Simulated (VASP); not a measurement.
Write the native input for VASP 6.6.1 that does the following.

| Item | Value |
| --- | --- |
| Task | single point |
| Functional | PBE |
| Potentials or basis | VASP PAW PBE potentials, release 64 (Pb_d, Se) |
| Cutoff | 520 eV |
| k mesh | 6 × 6 × 6 |
| Occupations | fermi-dirac, width 0.02 eV |
| Spin | no spin polarisation |
| Dipole correction | no |
| Further INCAR settings | ALGO = Normal; EDIFF = 1e-06; NBANDS = 17 |

The structure of PbSe lies in POSCAR:

```
PbSe
1.0
    0.0085580104      3.4232041400      3.4232041400
    3.4232041400      0.0085580104      3.4232041400
    3.4317621504      3.4317621504      0.0000000000
Pb Se
1 1
Direct
    0.0004905933      0.0004905933     -0.0004905933
    0.2495094067      0.2495094067      0.2504905933
```

This cell differs from its parent crystal: shear xy strain +0.5%.

These files were run (other wordings do the same):

INCAR

```
SYSTEM = PbSe
ALGO = Normal ; EDIFF = 1E-6
ENCUT = 520 ; GGA = PE
ISIF = 2 ; ISMEAR = -1
LASPH = .TRUE. ; LCHARG = .FALSE.
LREAL = .FALSE. ; LWAVE = .FALSE.
NBANDS = 17 ; NELM = 80
PREC = Accurate ; SIGMA = 0.02
```

KPOINTS

```
k-points
0
G
  6 6 6
  0 0 0
```

Potentials or basis: VASP PAW PBE potentials, release 64 (Pb_d, Se).

Launch:

```console
$ cat potpaw_PBE.64/Pb_d/POTCAR potpaw_PBE.64/Se/POTCAR > POTCAR
$ mpirun -np 1 vasp_std > vasp.out
```

It gave:

```json
{
  "Pressure": "0.7 GPa",
  "Band gap on the k mesh": "0.75 eV, indirect (least direct gap 1.15 eV)"
}
```

Caveat: the cell differs from its parent crystal (shear xy strain +0.5%); spin-orbit coupling is left out, which moves the levels of the heavy elements.

Wall time 58 s on 1 thread of Intel Xeon 6975P-C (shared host), peak memory 0.24 GiB.
